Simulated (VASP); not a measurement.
# GaN (R3m) in VASP: relaxation of the atoms with PBEsol

Aim: the relaxation of the atoms of GaN with PBEsol.

All numbers are computed with VASP 6.6.1; they aren't measurements. Logs are shortened: lines on timing, memory, paths and dates and some standing lists are left out, and cuts for length are marked.

### Step 1. The cell of the first run

Symmetry: R3m, No. 160, trigonal system. Conventional cell: a = 3.189 Å, b = 3.189 Å, c = 7.752 Å, α = 90.00°, β = 90.00°, γ = 120.00°. Within 2.6 Å of Ga (site symmetry 3m) lie 4 N at 1.94 to 1.95 Å. N (site symmetry 3m) has 4 Ga at 1.94 to 1.95 Å within 2.6 Å.

### Step 2. Relaxation of the atoms, PBEsol, non-collinear spin, zero start, spin-orbit coupling (equal xy, yz and zx engineering shears of -0.5 %)

Input file INCAR:

```
SYSTEM = GaN
PREC = Accurate ; ENCUT = 520
EDIFF = 1E-6 ; ISMEAR = 0
SIGMA = 0.01 ; LREAL = .False.
LASPH = .True. ; NELM = 150
ALGO = Normal ; ISIF = 2
LWAVE = .False. ; LCHARG = .False.
MAGMOM = 0 0 0 0 0 0 ; LORBIT = 11
LSORBIT = .True. ; GGA_COMPAT = .False.
LORBMOM = .True. ; GGA = PS
IBRION = 2 ; NSW = 50
EDIFFG = -0.002 ; KPAR = 4
```

Input file KPOINTS:

```
Automatic mesh
0
Gamma
  8 8 8
  0 0 0
```

Input file POSCAR:

```
GaN
1.0
   -0.0112456683      2.2435108310      2.2435108310
    2.2435108310     -0.0112456683      2.2435108310
    2.2435108310      2.2435108310     -0.0112456683
Ga N
1 1
Direct
    0.0000000000      0.0000000000      0.0000000000
    0.2500000000      0.2500000000      0.2500000000
```

Potentials or basis: VASP PAW PBE potentials, release 64 (Ga_d, N).

The run is started by

```bash
$ cat potpaw_PBE.64/Ga_d/POTCAR potpaw_PBE.64/N/POTCAR > POTCAR
$ mpirun -np 4 vasp_ncl > vasp.out
```

OUTCAR:

```text
SYSTEM = GaN
   PREC = Accurate
   ENCUT = 520
   EDIFF = 1E-6
   ISMEAR = 0
   LREAL = .False.
   LASPH = .True.
   NELM = 150
   ISIF = 2
   LORBIT = 11
   LSORBIT = .True.
   GGA = PS
   IBRION = 2
   NSW = 50
   EDIFFG = -0.002

 ion  position               nearest neighbor table
   1  0.000  0.000  0.000-   2 1.94   2 1.95   2 1.95   2 1.95
   2  0.250  0.250  0.250-   1 1.94   1 1.95   1 1.95   1 1.95

  LATTYP: Found a trigonal (rhomboedric) cell.
 ALAT       =     3.1728233740
 COS(alpha) =     0.4949812504

  Lattice vectors:

 A1 = (  -0.0112456683,   2.2435108310,   2.2435108310)
 A2 = (   2.2435108310,  -0.0112456683,   2.2435108310)
 A3 = (   2.2435108310,   2.2435108310,  -0.0112456683)

Analysis of symmetry for initial positions (statically):
=====================================================================
 Subroutine PRICEL returns:
 Original cell was already a primitive cell.

 Routine SETGRP: Setting up the symmetry group for a
 trigonal (rhombohedral) supercell.

 Subroutine GETGRP returns: Found  6 space group operations
 (whereof  6 operations were pure point group operations)
 out of a pool of 12 trial point group operations.

The static configuration has the point symmetry C_3v.

Analysis of symmetry for dynamics (positions and initial velocities):
=====================================================================
 Subroutine PRICEL returns:
 Original cell was already a primitive cell.

 Routine SETGRP: Setting up the symmetry group for a
 trigonal (rhombohedral) supercell.

 Subroutine GETGRP returns: Found  6 space group operations
 (whereof  6 operations were pure point group operations)
 out of a pool of 12 trial point group operations.

The dynamic configuration has the point symmetry C_3v.

Analysis of structural, dynamic, and magnetic symmetry:
=====================================================================
 Subroutine PRICEL returns:
 Original cell was already a primitive cell.

 Routine SETGRP: Setting up the symmetry group for a
 trigonal (rhombohedral) supercell.

 Subroutine GETGRP returns: Found  6 space group operations
 (whereof  6 operations were pure point group operations)
 out of a pool of 12 trial point group operations.

The overall configuration has the point symmetry C_3v.

 Subroutine INISYM returns: Found  6 space group operations
 (whereof  6 operations are pure point group operations),
 and found     1 'primitive' translations

----------------------------------------------------------------------------------------

                                     Primitive cell

  volume of cell :      22.7545

  direct lattice vectors                    reciprocal lattice vectors
    -0.011245668  2.243510831  2.243510831    -0.221196266  0.222310605  0.222310605
     2.243510831 -0.011245668  2.243510831     0.222310605 -0.221196266  0.222310605
     2.243510831  2.243510831 -0.011245668     0.222310605  0.222310605 -0.221196266

  length of vectors
     3.172823374  3.172823374  3.172823374     0.384410976  0.384410976  0.384410976

  position of ions in fractional coordinates (direct lattice)
     0.000000000  0.000000000  0.000000000
     0.250000000  0.250000000  0.250000000

  ion indices of the primitive-cell ions
   primitive index   ion index
                 1           1
                 2           2

----------------------------------------------------------------------------------------

 KPOINTS: Automatic mesh

Automatic generation of k-mesh.
 Grid dimensions read from file:
 generate k-points for:    8    8    8

 Generating k-lattice:

  Cartesian coordinates                     Fractional coordinates (reciprocal lattice)
    -0.027649533  0.027788826  0.027788826     0.125000000 -0.000000000 -0.000000000
     0.027788826 -0.027649533  0.027788826    -0.000000000  0.125000000 -0.000000000
     0.027788826  0.027788826 -0.027649533    -0.000000000 -0.000000000  0.125000000

  Length of vectors
     0.048051372  0.048051372  0.048051372

  Shift w.r.t. Gamma in fractional coordinates (k-lattice)
     0.000000000  0.000000000  0.000000000

 Subroutine IBZKPT returns following result:
 ===========================================

 Found    120 irreducible k-points:

 Following reciprocal coordinates:
            Coordinates               Weight
[... 60 lines left out ...]
   IALGO  =     38    algorithm
   IMIX   =      4    mixing-type and parameters
     AMIX     =   0.40;   BMIX     =  1.00
     AMIX_MAG =   1.60;   BMIX_MAG =  1.00
  volume/ion in A,a.u.               =      11.38        76.78
  Fermi-wavevector in a.u.,A,eV,Ry     =   1.514060  2.861159 31.189697  2.292378
  Thomas-Fermi vector in A             =   2.623768
   LORBIT       =     11    0 simple, 1 ext, 2 COOP (PROOUT), +10 PAW based schemes
   GGA     = PS    functional components
   LHFCALC =     F    Hartree Fock is set to
   AEXX    =    0.0000 exact exchange contribution
   IVDW    =     0    specifies the selected vdW correction
   LEPSILON=     F    determine dielectric tensor
   LRPA    =     F    only Hartree local field effects (RPA)
 conjugate gradient relaxation of ions
 Gauss-broadening in eV      SIGMA  =   0.01
  energy-cutoff  :      520.00
  volume of cell :       22.75
 maximum number of plane-waves:      1256
   NGX = 11   NGY = 11   NGZ = 11

--------------------------------------- Ionic step        1  -------------------------------------------

 number of electron      18.0000008 magnetization      -0.0000000     -0.0000000     -0.0000000

 number of electron      18.0000008 magnetization       0.0000000     -0.0000000     -0.0000000

 number of electron      18.0000008 magnetization       0.0000000     -0.0000000      0.0000000

 number of electron      18.0000008 magnetization       0.0000000      0.0000000      0.0000000

 Free energy of the ion-electron system (eV)
  ---------------------------------------------------
  ext. energy  EPLUGINS =         0.00000000
  ---------------------------------------------------
  free energy    TOTEN  =       -13.12649937 eV

  energy without entropy =      -13.12649937  energy(sigma->0) =      -13.12649937

------------------------ aborting loop because EDIFF is reached ----------------------------------------

  FORCE on cell =-STRESS in cart. coord.  units (eV):
  Direction    XX          YY          ZZ          XY          YZ          ZX
  --------------------------------------------------------------------------------------
  -------------------------------------------------------------------------------------
  Total       -0.0226723     -0.0226723     -0.0226723      0.1375256      0.1375256      0.1375256
  in kB       -1.5963869     -1.5963869     -1.5963869      9.6833710      9.6833710      9.6833710
  external PRESSURE =      -1.5963869 kB  Pullay stress =       0.0000000 kB
[... 61 lines left out ...]
--------------------------------------- Ionic step        3  -------------------------------------------

 number of electron      18.0000007 magnetization      -0.0000000      0.0000000      0.0000000

 Free energy of the ion-electron system (eV)
  ---------------------------------------------------
  ext. energy  EPLUGINS =         0.00000000
  ---------------------------------------------------
  free energy    TOTEN  =       -13.12671406 eV

  energy without entropy =      -13.12671406  energy(sigma->0) =      -13.12671406

 E-fermi :   5.3097     XC(G=0): -11.9332

 val. band max:        5.2466483225   @ k =   0.0000   0.0000   0.0000
 cond. band min:       6.9320908178   @ k =   0.0000   0.0000   0.0000
 fundamental gap:      1.6854424953
 Fermi energy:         5.3096952049

 k-point     1 :       0.0000    0.0000    0.0000
  band No.  band energies     occupation
      1     -10.7690      1.00000
      2     -10.7690      1.00000
      3      -8.3758      1.00000
      4      -8.3758      1.00000
      5      -8.3754      1.00000
      6      -8.3754      1.00000
[... 685 lines left out ...]
     25      17.5703      0.00000
     26      17.5741      0.00000

 [... further k-points ...]

------------------------ aborting loop because EDIFF is reached ----------------------------------------

  FORCE on cell =-STRESS in cart. coord.  units (eV):
  Direction    XX          YY          ZZ          XY          YZ          ZX
  --------------------------------------------------------------------------------------
  -------------------------------------------------------------------------------------
  Total       -0.0379395     -0.0379395     -0.0379395      0.1074095      0.1074095      0.1074095
  in kB       -2.6713735     -2.6713735     -2.6713735      7.5628513      7.5628513      7.5628513
  external PRESSURE =      -2.6713735 kB  Pullay stress =       0.0000000 kB
[... 17 lines left out ...]
  FREE ENERGIE OF THE ION-ELECTRON SYSTEM (eV)
  ---------------------------------------------------
  free  energy   TOTEN  =       -13.1267140647 eV

  energy  without entropy=      -13.1267140647  energy(sigma->0) =      -13.12671406

 reached required accuracy - stopping structural energy minimisation

 orbital moment (x)

 # of ion     p       d       tot
 ----------------------------------------
  1        -0.000   0.000   0.000
  2        -0.000   0.000  -0.000
 ----------------------------------------
           -0.000   0.000   0.000

 orbital moment (y)

 # of ion     p       d       tot
 ----------------------------------------
  1         0.000  -0.000   0.000
  2         0.000   0.000   0.000
 ----------------------------------------
            0.000  -0.000   0.000

 orbital moment (z)

 # of ion     p       d       tot
 ----------------------------------------
  1        -0.000  -0.000  -0.000
  2         0.000   0.000   0.000
 ----------------------------------------
           -0.000  -0.000  -0.000

 Spin-Orbit-Coupling matrix elements

 Ion:    1  E_soc:     -0.0109114
 l=   1
     0.0000000    -0.0009891    -0.0009891
    -0.0009891     0.0000000    -0.0009891
    -0.0009891    -0.0009891     0.0000000
 l=   2
     0.0000000    -0.0001730     0.0000000    -0.0001730    -0.0006565
    -0.0001730     0.0000000    -0.0004924    -0.0001730    -0.0001641
     0.0000000    -0.0004924     0.0000000    -0.0004924     0.0000000
    -0.0001730    -0.0001730    -0.0004924     0.0000000    -0.0001641
    -0.0006565    -0.0001641     0.0000000    -0.0001641     0.0000000
 l=   3
     0.0000000     0.0000000     0.0000000     0.0000000     0.0000000     0.0000000     0.0000000
     0.0000000     0.0000000     0.0000000     0.0000000     0.0000000     0.0000000     0.0000000
     0.0000000     0.0000000     0.0000000     0.0000000     0.0000000     0.0000000     0.0000000
     0.0000000     0.0000000     0.0000000     0.0000000     0.0000000     0.0000000     0.0000000
     0.0000000     0.0000000     0.0000000     0.0000000     0.0000000     0.0000000     0.0000000
     0.0000000     0.0000000     0.0000000     0.0000000     0.0000000     0.0000000     0.0000000
     0.0000000     0.0000000     0.0000000     0.0000000     0.0000000     0.0000000     0.0000000

 Ion:    2  E_soc:     -0.0000954
 l=   1
     0.0000000    -0.0000159    -0.0000159
    -0.0000159     0.0000000    -0.0000159
    -0.0000159    -0.0000159     0.0000000
 l=   2
     0.0000000     0.0000000     0.0000000     0.0000000     0.0000000
     0.0000000     0.0000000     0.0000000     0.0000000     0.0000000
     0.0000000     0.0000000     0.0000000     0.0000000     0.0000000
     0.0000000     0.0000000     0.0000000     0.0000000     0.0000000
     0.0000000     0.0000000     0.0000000     0.0000000     0.0000000
 l=   3
     0.0000000     0.0000000     0.0000000     0.0000000     0.0000000     0.0000000     0.0000000
     0.0000000     0.0000000     0.0000000     0.0000000     0.0000000     0.0000000     0.0000000
     0.0000000     0.0000000     0.0000000     0.0000000     0.0000000     0.0000000     0.0000000
     0.0000000     0.0000000     0.0000000     0.0000000     0.0000000     0.0000000     0.0000000
     0.0000000     0.0000000     0.0000000     0.0000000     0.0000000     0.0000000     0.0000000
     0.0000000     0.0000000     0.0000000     0.0000000     0.0000000     0.0000000     0.0000000
     0.0000000     0.0000000     0.0000000     0.0000000     0.0000000     0.0000000     0.0000000

 total charge

# of ion       s       p       d       tot
------------------------------------------
    1        0.793   0.911  10.182  11.886
    2        1.217   2.508   0.000   3.725
--------------------------------------------------
tot          2.010   3.419  10.182  15.611

 magnetization (x)

# of ion       s       p       d       tot
------------------------------------------
    1       -0.000   0.000   0.000   0.000
    2       -0.000  -0.000   0.000  -0.000
--------------------------------------------------
tot         -0.000  -0.000   0.000  -0.000

 magnetization (y)

# of ion       s       p       d       tot
------------------------------------------
    1        0.000   0.000  -0.000  -0.000
    2        0.000   0.000   0.000   0.000
--------------------------------------------------
tot          0.000   0.000  -0.000  -0.000

 magnetization (z)

# of ion       s       p       d       tot
------------------------------------------
    1        0.000   0.000   0.000   0.000
    2       -0.000  -0.000   0.000  -0.000
--------------------------------------------------
tot         -0.000  -0.000   0.000  -0.000
```

It took 1.8 min on 4 MPI ranks of AMD EPYC 7R13 (Zen 3), shared host; peak memory 0.24 GiB.

What came out:

| Item | Value |
| --- | --- |
| Free energy | -13.1267 eV |
| Energy gained by relaxing | 0.1 meV/atom |
| Ionic steps | 3 |
| Pressure after relaxing | -0.3 GPa |
| Net moment | 0.00 μB per cell |
| Valence electrons inside the program's atomic spheres | Ga 11.89; N 3.73 |

Stress tensor (GPa, compression positive):
```
-0.27  0.76  0.76
 0.76 -0.27  0.76
 0.76  0.76 -0.27
```

Step by step:
```csv
step,energy change (eV),largest force (eV/Å),pressure (GPa)
1,0.0000,0.0736,-0.16
2,-0.0002,0.0152,-0.26
3,-0.0002,0.0003,-0.27
```

Final structure:
```
Ga N
1.0
    -0.01125    2.24351    2.24351
     2.24351   -0.01125    2.24351
     2.24351    2.24351   -0.01125
Ga N
1 1
Direct
  0.99962 0.99962 0.99962
  0.25038 0.25038 0.25038
```

Moments on the atoms (μB; x, y, z):
```
Ga  0.00 0.00 0.00
N   0.00 0.00 0.00
```

Caveat: the cell differs from its parent crystal (equal xy, yz and zx engineering shears of -0.5 %); the PAW data sets were made with another functional, which shifts forces and pressure a little.
